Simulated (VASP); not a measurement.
Crystal: Ge5Pd.

```
Ge Pd
1.0
     0.00000    3.82428    3.82428
     3.82428    0.00000    3.82428
     3.82428    3.82428    0.00000
Ge Pd
5 1
Direct
  0.12500 0.62500 0.62500
  0.62500 0.62500 0.62500
  0.62500 0.12500 0.62500
  0.62500 0.62500 0.12500
  0.25000 0.25000 0.25000
  0.00000 0.00000 0.00000
```

The cell was built from a structure type or drawn by symmetry, and may not be a known phase.

```yaml
Program: VASP 6.6.1
Task: relaxation of cell and atoms
Functional: PBE
Potentials_or_basis: VASP PAW PBE potentials, release 64 (Ge_d, Pd)
Cutoff: 600 eV
k_mesh: 8 × 8 × 8
Occupations: gaussian, width 0.1 eV
Spin: no spin polarisation
```

At the start: pressure 3.4 GPa; volume 18.64 Å³/atom.

Where does the relaxation end?

Over 4 steps the energy falls by 8.6 meV/atom and the volume is 19.51 Å³/atom (+4.7 %); space group F-43m (No. 216, to 0.1 Å) before and after.

Step by step:
```csv
step,energy change (eV),largest force (eV/Å),pressure (GPa),volume (Å³)
1,0.0000,0.0341,3.40,111.86
2,-0.0485,0.0022,-0.80,118.39
3,-0.0518,0.0101,0.02,116.97
4,-0.0518,0.0082,-0.03,117.07
```

Final structure:
```yaml
crystal:
  lattice:
    - [0.00000, 3.88274, 3.88274]
    - [3.88274, 0.00000, 3.88274]
    - [3.88274, 3.88274, 0.00000]
  atoms:
    - { symbol: Ge, position: [0.12470, 0.62510, 0.62510] }
    - { symbol: Ge, position: [0.62510, 0.62510, 0.62510] }
    - { symbol: Ge, position: [0.62510, 0.12470, 0.62510] }
    - { symbol: Ge, position: [0.62510, 0.62510, 0.12470] }
    - { symbol: Ge, position: [0.25000, 0.25000, 0.25000] }
    - { symbol: Pd, position: [0.00000, 0.00000, 0.00000] }
```
